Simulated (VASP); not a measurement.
Wanted: the native input for a VASP 6.6.1 run.

* Task: single point
* Functional: LDA
* Potentials or basis: VASP PAW LDA potentials, release 64 (Mo_sv, S)
* Cutoff: 520 eV
* k mesh: 9 × 9 × 4
* Occupations: fermi-dirac, width 0.05 eV
* Spin: no spin polarisation
* Dipole correction: no
* Further INCAR settings: ALGO = Normal; EDIFF = 1e-06; NBANDS = 20

The structure of MoS2 lies in POSCAR:

```
MoS2
1.0
    3.1838448285      0.0000000000      0.0000000000
   -1.5919224143      2.7572905031      0.0000000000
    0.0000000000      0.0000000000      6.2271592669
Mo S
1 2
Direct
    0.0000000000      0.0000000000      0.5000000000
    0.6666666667      0.3333333333      0.7446806800
    0.3333333333      0.6666666667      0.2553193200
```

One way to write it, as run:

INCAR

```
PREC = Accurate
ENCUT = 520
EDIFF = 1E-6
ISMEAR = -1
SIGMA = 0.05
LREAL = F
LASPH = T
NELM = 80
ALGO = Normal
ISIF = 2
LWAVE = F
LCHARG = F
GGA = CA
NBANDS = 20
```

KPOINTS

```
Automatic mesh
0
Gamma
  9 9 4
```

Potentials or basis: VASP PAW LDA potentials, release 64 (Mo_sv, S).

Launch:

```bash
$ cat potpaw_LDA.64/Mo_sv/POTCAR potpaw_LDA.64/S/POTCAR > POTCAR
$ mpirun -np 1 vasp_std > vasp.out
```

It gave:

```json
{
  "Pressure": "-0.4 GPa",
  "Largest force": "0.539 eV/Å",
  "Band gap on the k mesh": "zero (bands 13 and 14 overlap by 0.97 eV)"
}
```

Wall time 47 s on 1 thread of Intel Xeon 8259CL, with other jobs on the host, peak memory 0.17 GiB.
